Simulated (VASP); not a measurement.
# CoO (F-43m) in VASP: notebook, part 2 of 2

VASP 6.6.1. Earlier steps stand in the parts before.

## Step 3: Single point, PBEsol, collinear spin, ferromagnetic start

The input, INCAR:

```
SYSTEM = CoO
ALGO = Normal
EDIFF = 1E-7
ENCUT = 520
GGA = PS
ISIF = 2
ISMEAR = 0
ISPIN = 2
LASPH = .TRUE.
LCHARG = .FALSE.
LMAXMIX = 4
LORBIT = 11
LREAL = .FALSE.
LWAVE = .FALSE.
MAGMOM = 0.47 0.04
NBANDS = 18
NELM = 150
NUPDOWN = 0.5
PREC = Accurate
SIGMA = 0.1
```

The input, KPOINTS:

```
k-points
0
G
  16 16 16
  0 0 0
```

The input, POSCAR:

```
CoO
1.0
    0.0000000000      2.1744804960      2.1744804960
    2.1744804960      0.0000000000      2.1744804960
    2.1744804960      2.1744804960      0.0000000000
Co O
1 1
Direct
    0.0000000000      0.0000000000      0.0000000000
    0.2500000000      0.2500000000      0.2500000000
```

Potentials or basis: VASP PAW PBE potentials, release 64 (Co, O).

Launch:

```
cat potpaw_PBE.64/Co/POTCAR potpaw_PBE.64/O/POTCAR > POTCAR
mpirun -np 1 vasp_std > vasp.out
```

OUTCAR:

```text
SYSTEM = CoO
   EDIFF = 1E-7
   ENCUT = 520
   GGA = PS
   ISIF = 2
   ISMEAR = 0
   ISPIN = 2
   LASPH = .TRUE.
   LORBIT = 11
   LREAL = .FALSE.
   NELM = 150
   NUPDOWN = 0.5
   PREC = Accurate

 ion  position               nearest neighbor table
   1  0.000  0.000  0.000-   2 1.88   2 1.88   2 1.88   2 1.88
   2  0.250  0.250  0.250-   1 1.88   1 1.88   1 1.88   1 1.88

  LATTYP: Found a face centered cubic cell.
 ALAT       =     4.3489609920

  Lattice vectors:

 A1 = (   0.0000000000,   2.1744804960,   2.1744804960)
 A2 = (   2.1744804960,   0.0000000000,   2.1744804960)
 A3 = (   2.1744804960,   2.1744804960,   0.0000000000)

Analysis of symmetry for initial positions (statically):
=====================================================================
 Subroutine PRICEL returns:
 Original cell was already a primitive cell.

 Routine SETGRP: Setting up the symmetry group for a
 face centered cubic supercell.

 Subroutine GETGRP returns: Found 24 space group operations
 (whereof 24 operations were pure point group operations)
 out of a pool of 48 trial point group operations.

The static configuration has the point symmetry T_d .

Analysis of symmetry for dynamics (positions and initial velocities):
=====================================================================
 Subroutine PRICEL returns:
 Original cell was already a primitive cell.

 Routine SETGRP: Setting up the symmetry group for a
 face centered cubic supercell.

 Subroutine GETGRP returns: Found 24 space group operations
 (whereof 24 operations were pure point group operations)
 out of a pool of 48 trial point group operations.

The dynamic configuration has the point symmetry T_d .

Analysis of structural, dynamic, and magnetic symmetry:
=====================================================================
 Subroutine PRICEL returns:
 Original cell was already a primitive cell.

 Routine SETGRP: Setting up the symmetry group for a
 face centered cubic supercell.

 Subroutine GETGRP returns: Found 24 space group operations
 (whereof 24 operations were pure point group operations)
 out of a pool of 48 trial point group operations.

The overall configuration has the point symmetry T_d .

 Subroutine INISYM returns: Found 24 space group operations
 (whereof 24 operations are pure point group operations),
 and found     1 'primitive' translations

----------------------------------------------------------------------------------------

                                     Primitive cell

  volume of cell :      20.5635

  direct lattice vectors                    reciprocal lattice vectors
     0.000000000  2.174480496  2.174480496    -0.229939979  0.229939979  0.229939979
     2.174480496  0.000000000  2.174480496     0.229939979 -0.229939979  0.229939979
     2.174480496  2.174480496  0.000000000     0.229939979  0.229939979 -0.229939979

  length of vectors
     3.075179809  3.075179809  3.075179809     0.398267727  0.398267727  0.398267727

  position of ions in fractional coordinates (direct lattice)
     0.000000000  0.000000000  0.000000000
     0.250000000  0.250000000  0.250000000

  ion indices of the primitive-cell ions
   primitive index   ion index
                 1           1
                 2           2

----------------------------------------------------------------------------------------
[... 59 lines left out ...]
   NGXF,Y,Z  is equivalent  to a cutoff of  25.95, 25.95, 25.95 a.u.
 SYSTEM =  CoO
   PREC   = accura    normal or accurate (medium, high low for compatibility)
   ISTART =      0    job   : 0-new  1-cont  2-samecut
   ICHARG =      2    charge: 1-file 2-atom 10-const
   ISPIN  =      2    spin polarized calculation?
   LNONCOLLINEAR =      F non collinear calculations
   LSORBIT =      F    spin-orbit coupling
   LASPH  =      T    aspherical Exc in radial PAW
   ENCUT  =  520.0 eV  38.22 Ry    6.18 a.u.   5.72  5.72  5.72*2*pi/ulx,y,z
   NELM   =    150;   NELMIN=  2; NELMDL= -5     # of ELM steps
   EDIFF  = 0.1E-06   stopping-criterion for ELM
   LREAL  =      F    real-space projection
   EDIFFG = 0.1E-05   stopping-criterion for IOM
   NSW    =      0    number of steps for IOM
   IBRION =     -1    ionic relax: 0-MD 1-quasi-New 2-CG
   NFREE  =      0    steps in history (QN), initial steepest desc. (CG)
   ISIF   =      2    stress and relaxation
   ISYM   =      2    0-nonsym 1-usesym 2-fastsym
   POTIM  = 0.5000    time-step for ionic-motion
   TEBEG  =    0.0;   TEEND  =   0.0 temperature during run
   PSTRESS=    0.0 pullay stress
   NELECT =      15.0000    total number of electrons
   NUPDOWN=       0.5000    fix difference up-down
   EMIN   =  10.00;   EMAX   =-10.00  energy-range for DOS
   EFERMI =   0.00;   METHOD = LEGACY
   ISMEAR =     0;   SIGMA  =   0.10  broadening in eV -4-tet -1-fermi 0-gaus
   EFERMI_NEDOS =   21; number of points for ismear=-14 and -15
   IALGO  =     38    algorithm
   IMIX   =      4    mixing-type and parameters
     AMIX     =   0.40;   BMIX     =  1.00
     AMIX_MAG =   1.60;   BMIX_MAG =  1.00
  volume/ion in A,a.u.               =      10.28        69.38
  Fermi-wavevector in a.u.,A,eV,Ry     =   1.473691  2.784872 29.548655  2.171765
  Thomas-Fermi vector in A             =   2.588553
   LORBIT       =     11    0 simple, 1 ext, 2 COOP (PROOUT), +10 PAW based schemes
   GGA     = PS    functional components
   LHFCALC =     F    Hartree Fock is set to
   AEXX    =    0.0000 exact exchange contribution
   IVDW    =     0    specifies the selected vdW correction
   LEPSILON=     F    determine dielectric tensor
   LRPA    =     F    only Hartree local field effects (RPA)
 spin polarized calculation
 Gauss-broadening in eV      SIGMA  =   0.10
  energy-cutoff  :      520.00
  volume of cell :       20.56
 maximum number of plane-waves:       568
   NGX = 11   NGY = 11   NGZ = 11

 number of electron      14.9999997 magnetization       0.4999825

 Free energy of the ion-electron system (eV)
  ---------------------------------------------------
  ext. energy  EPLUGINS =         0.00000000
  ---------------------------------------------------
  free energy    TOTEN  =       -14.14329119 eV

  energy without entropy =      -14.12785923  energy(sigma->0) =      -14.13557521

 E-fermi :   7.3826     XC(G=0): -12.1094

 val. band max:        7.3659232064   @ k =   0.3750   0.3750   0.0000
 cond. band min:       7.2897951831   @ k =  -0.3125   0.3750   0.0625
 fundamental gap:     -0.0761280233
 Fermi energy:         7.2850785124

 spin component 1

 k-point     1 :       0.0000    0.0000    0.0000
  band No.  band energies     occupation
      1     -13.8090      1.00000
      2       0.5650      1.00000
      3       0.5650      1.00000
      4       0.5650      1.00000
      5       5.6834      1.00000
      6       5.6834      1.00000
[... 493 lines left out ...]
     17      30.4190      0.00000
     18      32.0128      0.00000

 [... further k-points ...]

 spin component 2

 k-point     1 :       0.0000    0.0000    0.0000
  band No.  band energies     occupation
      1     -13.7408      1.00000
      2       0.7579      1.00000
      3       0.7579      1.00000
      4       0.7579      1.00000
      5       6.0067      1.00000
      6       6.0068      1.00000
[... 493 lines left out ...]
     17      30.4688      0.00000
     18      32.0947      0.00000

 [... further k-points ...]
[... 5 lines left out ...]
  --------------------------------------------------------------------------------------
  -------------------------------------------------------------------------------------
  Total       -0.8323429     -0.8323429     -0.8323429      0.0000000      0.0000000      0.0000000
  in kB      -64.8509448    -64.8509448    -64.8509448      0.0000000      0.0000000      0.0000000
  external PRESSURE =     -64.8509448 kB  Pullay stress =       0.0000000 kB

 VOLUME and BASIS-vectors are now :
 -----------------------------------------------------------------------------
  energy-cutoff  :      520.00
  volume of cell :       20.56
      direct lattice vectors                 reciprocal lattice vectors
     0.000000000  2.174480496  2.174480496    -0.229939979  0.229939979  0.229939979
     2.174480496  0.000000000  2.174480496     0.229939979 -0.229939979  0.229939979
     2.174480496  2.174480496  0.000000000     0.229939979  0.229939979 -0.229939979

 POSITION                                       TOTAL-FORCE (eV/Angst)
 -----------------------------------------------------------------------------------
      0.00000      0.00000      0.00000        -0.000000      0.000000     -0.000000
      1.08724      1.08724      1.08724         0.000000     -0.000000      0.000000
 -----------------------------------------------------------------------------------
    total drift:                                0.000000      0.000000      0.000000

  FREE ENERGIE OF THE ION-ELECTRON SYSTEM (eV)
  ---------------------------------------------------
  free  energy   TOTEN  =       -14.1432911903 eV

  energy  without entropy=      -14.1278592282  energy(sigma->0) =      -14.13557521

 total charge

# of ion       s       p       d       tot
------------------------------------------
    1        0.375   0.528   7.383   8.286
    2        1.557   3.407   0.000   4.964
--------------------------------------------------
tot          1.932   3.935   7.383  13.250

 magnetization (x)

# of ion       s       p       d       tot
------------------------------------------
    1        0.002   0.011   0.444   0.457
    2        0.004   0.031   0.000   0.036
--------------------------------------------------
tot          0.006   0.042   0.444   0.492
```

OSZICAR:

```text
N       E                     dE             d eps       ncg     rms          rms(c)
DAV:   1     0.777883666893E+02    0.77788E+02   -0.65166E+03 10832   0.938E+02
DAV:   2    -0.118600378306E+02   -0.89648E+02   -0.78063E+02 11082   0.223E+02
DAV:   3    -0.166063693965E+02   -0.47463E+01   -0.45730E+01 11924   0.551E+01
DAV:   4    -0.166592629999E+02   -0.52894E-01   -0.52825E-01 12644   0.549E+00
DAV:   5    -0.166605928938E+02   -0.13299E-02   -0.13297E-02 12618   0.883E-01    0.170E+01
DAV:   6    -0.172964246824E+02   -0.63583E+00   -0.25600E+01 11308   0.705E+01    0.190E+01
DAV:   7    -0.142107861378E+02    0.30856E+01   -0.14036E+01 11882   0.605E+01    0.638E+00
DAV:   8    -0.141456065799E+02    0.65180E-01   -0.32662E-01 13746   0.545E+00    0.216E+00
DAV:   9    -0.141447507642E+02    0.85582E-03   -0.17094E-02 13138   0.108E+00    0.695E-01
DAV:  10    -0.141432515466E+02    0.14992E-02   -0.27558E-03 14384   0.559E-01    0.195E-01
DAV:  11    -0.141432742461E+02   -0.22699E-04   -0.37663E-04 14452   0.195E-01    0.395E-02
DAV:  12    -0.141432942907E+02   -0.20045E-04   -0.57332E-05 12286   0.760E-02    0.241E-02
DAV:  13    -0.141432913764E+02    0.29143E-05   -0.86853E-06 12424   0.299E-02    0.572E-03
DAV:  14    -0.141432912314E+02    0.14502E-06   -0.16329E-06 12674   0.137E-02    0.247E-03
DAV:  15    -0.141432911903E+02    0.41085E-07   -0.11975E-07  9254   0.539E-03
   1 F= -.14143291E+02 E0= -.14135575E+02  d E =-.154320E-01  mag=     0.5000
```

Wall time 34 s (1 thread of Intel Xeon 6975P-C (Granite Rapids), shared host); peak memory 0.21 GiB.

Results:

```
Free energy                                           : -14.1433 eV
Pressure                                              : -6.5 GPa
Net moment                                            : 0.50 μB per cell
Site moments                                          : Co +0.46; O +0.04 μB
Valence electrons inside the program's atomic spheres : Co 8.29; O 4.96
```

Caveat: the cell stands under tension; the PAW data sets were made with another functional, which shifts forces and pressure a little; the total moment is fixed, so each spin has its own Fermi level; a cell with one magnetic atom can't hold antiferromagnetic order, which such compounds often take.
